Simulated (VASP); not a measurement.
**Bi: single point with revPBE**

Bi:

```
Bi
1.0
     0.00000    3.67761    3.67761
     3.67761    0.00000    3.67761
     3.67761    3.67761    0.00000
Bi
2
Cartesian
  0.9194 0.9194 0.9194
  6.4358 6.4358 6.4358
```

This isn't the form of Bi at room conditions, which is rhombohedral.

* Program: VASP 6.6.1
* Task: single point
* Functional: revPBE
* Potentials or basis: VASP PAW PBE potentials, release 64 (Bi_d)
* Cutoff: 520 eV
* k mesh: 8 × 8 × 8
* Occupations: fermi-dirac, width 0.1 eV
* Spin: no spin polarisation
* Dipole correction: no
* Further INCAR settings: ALGO = Normal; EDIFF = 1e-06; NBANDS = 22

- Pressure: 0.0 GPa
- Band gap on the k mesh: zero (bands 15 and 16 overlap by 0.88 eV)

Levels at points of the mesh, in eV from the Fermi level:
```tsv
k point	band 12	band 13	band 14	band 15	band 16	band 17	band 18	band 19
(0.00, 0.00, 0.00)	-7.96	-1.27	-1.27	-1.27	0.88	0.88	0.88	3.49
(0.50, 0.00, 0.00)	-9.49	-2.27	-2.00	-2.00	1.88	1.88	3.58	5.28
(0.50, 0.50, 0.00)	-10.52	-2.78	-2.78	-0.34	-0.34	4.10	4.10	5.99
```

It took 69 s on 1 thread of Intel Xeon 8259CL (shared host), peak memory 0.25 GiB.

Caveat: the PAW data sets were made with another functional, which shifts forces and pressure a little; spin-orbit coupling is left out, which moves the levels of the heavy elements.
